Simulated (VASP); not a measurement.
# Lu: single point with r2SCAN

The system is Lu.

```
Lu
1.0
     0.00000    2.42107    2.42107
     2.42107    0.00000    2.42107
     2.42107    2.42107    0.00000
Lu
1
Direct
  0.00000 0.00000 0.00000
```

This isn't the form of Lu at room conditions, which is hcp.

```json
{
 "Program": "VASP 6.6.1",
 "Task": "single point",
 "Functional": "r2SCAN",
 "Potentials or basis": "VASP PAW PBE potentials, release 64 (Lu)",
 "Cutoff": "520 eV",
 "k mesh": "12 × 12 × 12",
 "Occupations": "fermi-dirac, width 0.1 eV",
 "Spin": "no spin polarisation"
}
```

```json
{
 "Pressure": "1.6 GPa",
 "Band gap on the k mesh": "zero (an odd number of electrons rules out a gap without spin polarisation)"
}
```

Levels at points of the mesh, in eV from the Fermi level:
| k point | band 10 | band 11 | band 12 | band 13 | band 14 | band 15 |
| --- | --- | --- | --- | --- | --- | --- |
| (0.00, 0.00, 0.00) | -5.03 | -5.03 | -5.03 | 2.55 | 2.55 | 2.55 |
| (0.50, 0.00, 0.00) | -5.05 | -5.03 | -2.65 | 0.23 | 2.31 | 2.31 |
| (0.50, 0.50, 0.00) | -5.07 | -5.06 | -2.14 | -0.83 | 1.99 | 6.99 |

Wall time 77 s on 1 thread of Intel(R) Xeon(R) 6975P-C (Granite Rapids) (shared host), peak memory 0.2 GiB.

Caveat: the PAW data sets were made with another functional, which shifts forces and pressure a little; spin-orbit coupling is left out, which moves the levels of the heavy elements.
